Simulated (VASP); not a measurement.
Write the native input for VASP 6.6.1 that does the following.

* Task: single point
* Functional: r2SCAN
* Potentials or basis: VASP PAW PBE potentials, release 64 (Zr_sv, Si, O)
* Cutoff: 520 eV
* k mesh: 6 × 4 × 4
* Occupations: fermi-dirac, width 0.02 eV
* Spin: no spin polarisation
* Dipole correction: no
* Further INCAR settings: ALGO = Normal; EDIFF = 1e-06; NBANDS = 48

ZrSi3O8:

```
Zr Si O
1.0
     3.46971    0.00000    0.00000
     0.00000    5.81365    0.00000
     0.00000    0.00000    5.74628
Zr Si O
1 3 8
Direct
  0.00000 0.00000 0.02200
  0.50000 0.25257 0.44188
  0.00000 0.50000 0.07890
  0.50000 0.74743 0.44188
  0.50000 0.00000 0.60935
  0.50000 0.00000 0.20361
  0.00000 0.26566 0.34306
  0.00000 0.29459 0.88382
  0.50000 0.50000 0.58564
  0.50000 0.50000 0.16298
  0.00000 0.73434 0.34306
  0.00000 0.70541 0.88382
```

These files were run (other wordings do the same):

POSCAR

```
ZrSi3O8
1.0
    3.4697053212      0.0000000000      0.0000000000
    0.0000000000      5.8136477286      0.0000000000
    0.0000000000      0.0000000000      5.7462840727
Zr Si O
1 3 8
Direct
    0.0000000000      0.0000000000      0.0220004624
    0.5000000000      0.2525720133      0.4418807464
    0.0000000000      0.5000000000      0.0788983185
    0.5000000000      0.7474279867      0.4418807464
    0.5000000000      0.0000000000      0.6093529988
    0.5000000000      0.0000000000      0.2036123611
    0.0000000000      0.2656605487      0.3430553872
    0.0000000000      0.2945889051      0.8838231679
    0.5000000000      0.5000000000      0.5856399592
    0.5000000000      0.5000000000      0.1629772969
    0.0000000000      0.7343394513      0.3430553872
    0.0000000000      0.7054110949      0.8838231679
```

INCAR.step1

```
PREC = Accurate
ENCUT = 520
ISMEAR = -1
SIGMA = 0.02
LREAL = F
LASPH = T
NELM = 100
NBANDS = 48
GGA = PE
ALGO = Normal
EDIFF = 1E-4
LWAVE = T
LCHARG = F
```

INCAR.step2

```
PREC = Accurate
ENCUT = 520
EDIFF = 1E-6
ISMEAR = -1
SIGMA = 0.02
LREAL = F
LASPH = T
NELM = 100
ALGO = Normal
ISIF = 2
LWAVE = F
LCHARG = F
METAGGA = R2SCAN
LMIXTAU = T
NBANDS = 48
ISTART = 1
```

KPOINTS

```
Automatic mesh
0
Gamma
  6 4 4
```

Potentials or basis: VASP PAW PBE potentials, release 64 (Zr_sv, Si, O).

Launch:

```sh
$ cat potpaw_PBE.64/Zr_sv/POTCAR potpaw_PBE.64/Si/POTCAR potpaw_PBE.64/O/POTCAR > POTCAR
$ cp INCAR.step1 INCAR
$ mpirun -np 1 vasp_std > vasp.out
$ cp INCAR.step2 INCAR
$ mpirun -np 1 vasp_std > vasp.out
```

Results of the run:

```
Pressure               : 0.6 GPa
Largest force          : 0.089 eV/Å
Band gap on the k mesh : 4.39 eV (least direct gap 4.48 eV)
```

Caveat: the PAW data sets were made with another functional, which shifts forces and pressure a little.

Run time: 12 min on 1 thread of Intel(R) Xeon(R) Platinum 8259CL CPU @ 2.50GHz (Skylake/Cascade Lake), on a shared host, peak memory 0.36 GiB.
